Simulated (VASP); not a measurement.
# Mo2H in VASP: further runs

Mo2H is run at these levels: PBEsol; tasks: single point, relaxation of cell and atoms.

Everything below comes from runs of VASP 6.6.1. Logs are shortened: lines on timing, memory, paths and dates and some standing lists are left out, and cuts for length are marked.

### 1 The cell of the first run

The typed cell holds 3 atoms: a = 2.758 Å, b = 2.757 Å, c = 4.769 Å, α = 82.52°, β = 82.53°, γ = 67.22°.

### 2 Single point, PBEsol, collinear spin, zero start

INCAR

```
SYSTEM = Mo2H
PREC = Accurate
ENCUT = 520
EDIFF = 1E-7
ISMEAR = 1
SIGMA = 0.0169
LREAL = .False.
LASPH = .True.
NELM = 150
ALGO = Normal
ISIF = 2
LWAVE = .False.
LCHARG = .True.
ISPIN = 2
MAGMOM = 0 0 0
LORBIT = 11
LMAXMIX = 4
GGA = PS
LELF = .True.
LVHAR = .True.
ISYM = 0
NBANDS = 26
```

KPOINTS

```
regular mesh
0
Gamma
  7 7 4
  0 0 0
```

POSCAR

```
Mo2H
1.0
    2.2952185022      1.5265244789     -0.0752826786
    2.2950004241     -1.5262002694     -0.0754607242
    0.5900009506     -0.0002324022     -4.7318987437
Mo H
2 1
Direct
    0.0487219717      0.0470115888      0.0199214920
    0.4528626085      0.4511143644      0.4792323661
    0.7505824788      0.7492739104      0.7495763548
```

Potentials or basis: VASP PAW PBE potentials, release 64 (Mo_sv, H).

The run is started by

```console
cat potpaw_PBE.64/Mo_sv/POTCAR potpaw_PBE.64/H/POTCAR > POTCAR
mpirun -np 1 vasp_std > vasp.out
```

OUTCAR:

```text
SYSTEM = Mo2H
   PREC = Accurate
   ENCUT = 520
   EDIFF = 1E-7
   ISMEAR = 1
   LREAL = .False.
   LASPH = .True.
   NELM = 150
   ISIF = 2
   ISPIN = 2
   LORBIT = 11
   GGA = PS
   ISYM = 0

 ion  position               nearest neighbor table
   1  0.049  0.047  0.020-   3 2.02   3 2.12   3 2.12   2 2.65   2 2.65   2 2.93   2 3.08   2 3.09
                             2 3.09   2 3.23
   2  0.453  0.451  0.479-   3 2.02   3 2.12   3 2.12   1 2.65   1 2.65   1 2.93   1 3.08   1 3.09
                             1 3.09   1 3.23
   3  0.751  0.749  0.750-   2 2.02   1 2.02   2 2.12   1 2.12   1 2.12   2 2.12

IMPORTANT INFORMATION: All symmetrisations will be switched off!
NOSYMM: (Re-)initialisation of all symmetry stuff for point group C_1.

----------------------------------------------------------------------------------------

                                     Primitive cell

  volume of cell :      33.0175

  direct lattice vectors                    reciprocal lattice vectors
     2.295218502  1.526524479 -0.075282679     0.218726488  0.327558994  0.027256017
     2.295000424 -1.526200269 -0.075460724     0.218774013 -0.327593429  0.027294119
     0.590000951 -0.000232402 -4.731898744    -0.006968695  0.000012874 -0.212200555

  length of vectors
     2.757530134  2.757174012  4.768539283     0.394815225  0.394872755  0.212314951

  position of ions in fractional coordinates (direct lattice)
     0.048721972  0.047011589  0.019921492
     0.452862608  0.451114364  0.479232366
     0.750582479  0.749273910  0.749576355

  ion indices of the primitive-cell ions
   primitive index   ion index
                 1           1
                 2           2
                 3           3

----------------------------------------------------------------------------------------

 KPOINTS: regular mesh

Automatic generation of k-mesh.
 Grid dimensions read from file:
 generate k-points for:    7    7    4

 Generating k-lattice:

  Cartesian coordinates                     Fractional coordinates (reciprocal lattice)
     0.031246641  0.046794142  0.003893717     0.142857143  0.000000000  0.000000000
     0.031253430 -0.046799061  0.003899160    -0.000000000  0.142857143  0.000000000
    -0.001742174  0.000003219 -0.053050139    -0.000000000 -0.000000000  0.250000000

  Length of vectors
     0.056402175  0.056410394  0.053078738

  Shift w.r.t. Gamma in fractional coordinates (k-lattice)
     0.000000000  0.000000000  0.000000000

 Subroutine IBZKPT returns following result:
 ===========================================

 Found     99 irreducible k-points:
[... 73 lines left out ...]
   AEXX    =    0.0000 exact exchange contribution
   IVDW    =     0    specifies the selected vdW correction
   LEPSILON=     F    determine dielectric tensor
   LRPA    =     F    only Hartree local field effects (RPA)
 spin polarized calculation
 Methfessel and Paxton  Order N= 1 SIGMA  =   0.02
  energy-cutoff  :      520.00
  volume of cell :       33.02
 maximum number of plane-waves:       905
 NGX is ok and might be reduce to    24
   NGX = 11   NGY = 11   NGZ = 17

 number of electron      29.0000002 magnetization      -0.0000021

 number of electron      29.0000002 magnetization       0.0000000

 Free energy of the ion-electron system (eV)
  ---------------------------------------------------
  ext. energy  EPLUGINS =         0.00000000
  ---------------------------------------------------
  free energy    TOTEN  =       -26.63744720 eV

  energy without entropy =      -26.63740698  energy(sigma->0) =      -26.63743379

 E-fermi :  12.2230     XC(G=0): -13.5057

 val. band max:       12.1989911469   @ k =   0.1429   0.1429   0.5000
 cond. band min:      12.2300561109   @ k =  -0.1429   0.4286   0.0000
 fundamental gap:      0.0310649640
 Fermi energy:        12.2230486305

 spin component 1

 k-point     1 :       0.0000    0.0000    0.0000
  band No.  band energies     occupation
      1     -48.9014      1.00000
      2     -48.6708      1.00000
      3     -23.5790      1.00000
      4     -22.5913      1.00000
      5     -22.3328      1.00000
      6     -22.3019      1.00000
[... 685 lines left out ...]
     25      26.1058      0.00000
     26      27.1279      0.00000

 [... further k-points ...]

 spin component 2

 k-point     1 :       0.0000    0.0000    0.0000
  band No.  band energies     occupation
      1     -48.9014      1.00000
      2     -48.6708      1.00000
      3     -23.5790      1.00000
      4     -22.5913      1.00000
      5     -22.3328      1.00000
      6     -22.3019      1.00000
[... 685 lines left out ...]
     25      26.1058      0.00000
     26      27.1279      0.00000

 [... further k-points ...]

------------------------ aborting loop because EDIFF is reached ----------------------------------------

  FORCE on cell =-STRESS in cart. coord.  units (eV):
  Direction    XX          YY          ZZ          XY          YZ          ZX
  --------------------------------------------------------------------------------------
  -------------------------------------------------------------------------------------
  Total        0.0824469      0.0956425      0.0988294     -0.0029479     -0.0025554      0.0045501
  in kB        4.0007404      4.6410589      4.7957005     -0.1430460     -0.1240033      0.2207914
  external PRESSURE =       4.4791666 kB  Pullay stress =       0.0000000 kB

 VOLUME and BASIS-vectors are now :
 -----------------------------------------------------------------------------
  energy-cutoff  :      520.00
  volume of cell :       33.02
      direct lattice vectors                 reciprocal lattice vectors
     2.295218502  1.526524479 -0.075282679     0.218726488  0.327558994  0.027256017
     2.295000424 -1.526200269 -0.075460724     0.218774013 -0.327593429  0.027294119
     0.590000951 -0.000232402 -4.731898744    -0.006968695  0.000012874 -0.212200555

 POSITION                                       TOTAL-FORCE (eV/Angst)
 -----------------------------------------------------------------------------------
      0.23147      0.00262     -0.10148         0.000757     -0.000478      0.008887
      2.35747      0.00270     -2.33581        -0.000747     -0.000479     -0.008880
      3.88459      0.00207     -3.65997        -0.000010      0.000958     -0.000008
 -----------------------------------------------------------------------------------
    total drift:                                0.000005     -0.000003      0.000022

  FREE ENERGIE OF THE ION-ELECTRON SYSTEM (eV)
  ---------------------------------------------------
  free  energy   TOTEN  =       -26.6374472039 eV

  energy  without entropy=      -26.6374069761  energy(sigma->0) =      -26.63743379

 total charge

# of ion       s       p       d       tot
------------------------------------------
    1        2.355   6.208   3.970  12.533
    2        2.355   6.208   3.970  12.533
    3        0.508   0.034   0.000   0.542
--------------------------------------------------
tot          5.219  12.449   7.941  25.609

 magnetization (x)

# of ion       s       p       d       tot
------------------------------------------
    1        0.000   0.000  -0.000   0.000
    2        0.000  -0.000  -0.000  -0.000
    3       -0.000  -0.000   0.000  -0.000
--------------------------------------------------
tot          0.000   0.000  -0.000  -0.000
```

OSZICAR:

```text
N       E                     dE             d eps       ncg     rms          rms(c)
DAV:   1     0.275511756750E+03    0.27551E+03   -0.16244E+04 10304   0.113E+03
DAV:   2    -0.224242584842E+02   -0.29794E+03   -0.28698E+03 11328   0.381E+02
DAV:   3    -0.283623013284E+02   -0.59380E+01   -0.58729E+01 11814   0.549E+01
DAV:   4    -0.283844258967E+02   -0.22125E-01   -0.22119E-01 11598   0.365E+00
DAV:   5    -0.283845874140E+02   -0.16152E-03   -0.16152E-03 11270   0.279E-01    0.250E+01
DAV:   6    -0.268391569102E+02    0.15454E+01   -0.19632E+00 10772   0.119E+01    0.694E+00
DAV:   7    -0.266497974813E+02    0.18936E+00   -0.36261E-01 11520   0.453E+00    0.122E+00
DAV:   8    -0.266376601889E+02    0.12137E-01   -0.12485E-02 10884   0.970E-01    0.275E-01
DAV:   9    -0.266374299732E+02    0.23022E-03   -0.58161E-04 11718   0.218E-01    0.968E-02
DAV:  10    -0.266374477180E+02   -0.17745E-04   -0.44383E-05 11264   0.610E-02    0.369E-02
DAV:  11    -0.266374472856E+02    0.43236E-06   -0.36401E-05 10934   0.568E-02    0.200E-02
DAV:  12    -0.266374472534E+02    0.32279E-07   -0.73920E-06 10916   0.257E-02    0.535E-03
DAV:  13    -0.266374472039E+02    0.49418E-07   -0.28112E-07 10856   0.481E-03
   1 F= -.26637447E+02 E0= -.26637434E+02  d E =-.402279E-04  mag=     0.0000
```

stdout:

```text
POSCAR found type information on POSCAR MoH
 POSCAR found :  2 types and       3 ions
 scaLAPACK will be used
 -----------------------------------------------------------------------------
|                                                                             |
|                                                                             |
|     You enforced a specific xc type in the INCAR file but a different       |
[... 26 lines left out ...]
 -----------------------------------------------------------------------------

 LDA part: xc-table for (Slater+PW92), standard interpolation
 POSCAR, INCAR and KPOINTS ok, starting setup
 FFT: planning ... GRIDC
 FFT: planning ... GRID_SOFT
 FFT: planning ... GRID
 WAVECAR not read
 entering main loop
```

Wall time 3.1 min (1 thread of Intel Xeon 8259CL, shared host); peak memory 0.25 GiB.

What came out:

```
Free energy                                           : -26.6374 eV
Pressure                                              : 0.4 GPa
Largest force                                         : 0.009 eV/Å
Net moment                                            : 0.00 μB per cell
Valence electrons inside the program's atomic spheres : Mo 12.53; H 0.54
```

Forces in eV/Å, atoms in the order of the input:
```
Mo   0.001  0.000  0.009
Mo  -0.001  0.000 -0.009
H    0.000  0.001  0.000
```

Caveat: the PAW data sets were made with another functional, which shifts forces and pressure a little.

### 3 Relaxation of cell and atoms, PBEsol, collinear spin, zero start

This run uses another cell than the first one, of 10.85 Å³/atom.

INCAR

```
PREC = Accurate
ENCUT = 600
EDIFF = 1E-6
ISMEAR = 1
SIGMA = 0.0169
LREAL = False
LASPH = True
NELM = 150
ALGO = Normal
ISIF = 3
LWAVE = False
LCHARG = False
ISPIN = 2
MAGMOM = 0 0 0
LORBIT = 11
LMAXMIX = 4
GGA = PS
IBRION = 2
NSW = 60
EDIFFG = -0.03
ISYM = 0
```

KPOINTS

```
Automatic mesh
0
Gamma
  7 7 4
```

POSCAR

```
Mo2H
1.0
    2.2989264400      1.5463629000      0.0000000000
    2.2989264400     -1.5463629000      0.0000000000
    0.4406830900      0.0000000000     -4.5766892400
Mo H
2 1
Direct
    0.0000000000      0.0000000000      0.0000000000
    0.5000000000      0.5000000000      0.5000000000
    0.7500000000      0.7500000000      0.7500000000
```

Potentials or basis: VASP PAW PBE potentials, release 64 (Mo_sv, H).

The run is started by

```console
cat potpaw_PBE.64/Mo_sv/POTCAR potpaw_PBE.64/H/POTCAR > POTCAR
mpirun -np 1 vasp_std > vasp.out
```

Run time: 17 min. Hardware: 1 thread of Intel Xeon 8259CL, shared host; peak memory 0.27 GiB.

Results (log left out):

| Item | Value |
| --- | --- |
| Free energy | -26.6375 eV |
| Relaxed volume | 11.03 Å³/atom |
| Relaxed cell | a = 2.760 Å, b = 2.760 Å, c = 4.769 Å, α = 82.47°, β = 82.47°, γ = 67.25° |
| Space group after relaxing (to 0.1 Å) | C2/m (No. 12) |
| Energy gained by relaxing | 196.1 meV/atom |
| Ionic steps | 13 |
| Pressure after relaxing | -0.1 GPa |
| Largest force after relaxing | 0.011 eV/Å |
| Net moment | 0.00 μB per cell |
| Valence electrons inside the program's atomic spheres | Mo 12.53; H 0.54 |

Forces in eV/Å, atoms in the order of the input:
```
Mo   0.010  0.000 -0.004
Mo  -0.009  0.000  0.004
H    0.000  0.000  0.000
```

Stress tensor (GPa, compression positive):
```
-0.01  0.00 -0.12
 0.00 -0.24  0.00
-0.12  0.00  0.09
```

The path:
| step | energy change (eV) | largest force (eV/Å) | pressure (GPa) | volume (Å³) |
| --- | --- | --- | --- | --- |
| 1 | 0.0000 | 2.6531 | 8.44 | 32.54 |
| 2 | -0.3406 | 0.9356 | -13.58 | 35.27 |
| 3 | -0.3463 | 1.0788 | -11.34 | 34.83 |
| 4 | -0.4605 | 1.3030 | 11.85 | 32.14 |
| 5 | -0.4945 | 0.9794 | 3.23 | 32.98 |
| 6 | -0.5685 | 0.3723 | -0.05 | 33.21 |
| 7 | -0.5764 | 0.1433 | -1.46 | 33.32 |
| 8 | -0.5766 | 0.1896 | -1.27 | 33.30 |
| 9 | -0.5856 | 0.0684 | 1.32 | 32.92 |
| 10 | -0.5856 | 0.0889 | 1.65 | 32.87 |
| 11 | -0.5863 | 0.1182 | -1.40 | 33.23 |
| 12 | -0.5877 | 0.0855 | -0.06 | 33.07 |
| 13 | -0.5884 | 0.0105 | -0.05 | 33.08 |

Final structure:
```xyz
3
Lattice="2.2969 1.5285 -0.0776 2.2969 -1.5285 -0.0776 0.5908 0.0000 -4.7320" Properties=species:S:1:pos:R:3 pbc="T T T"
Mo    0.2281    0.0000   -0.1038
Mo    2.3641    0.0000   -2.3399
H     3.8884    0.0000   -3.6654
```

Levels at points of the mesh, in eV from the Fermi level:
Spin up:
```
           k point  band 10  band 11  band 12  band 13  band 14  band 15  band 16  band 17  band 18
(0.00, 0.00, 0.00)    -5.28    -2.81    -2.29    -1.49    -0.93    -0.49     0.48     0.63     1.47
(0.00, 0.00, 0.50)    -5.58    -3.54    -2.58    -1.90    -1.23     0.16     0.21     0.61     1.57
```
Spin down:
| k point | band 11 | band 12 | band 13 | band 14 | band 15 | band 16 | band 17 | band 18 |
| --- | --- | --- | --- | --- | --- | --- | --- | --- |
| (0.00, 0.00, 0.00) | -2.81 | -2.29 | -1.49 | -0.93 | -0.49 | 0.48 | 0.63 | 1.47 |
| (0.00, 0.00, 0.50) | -3.54 | -2.58 | -1.90 | -1.23 | 0.16 | 0.21 | 0.61 | 1.57 |

Caveat: the PAW data sets were made with another functional, which shifts forces and pressure a little.
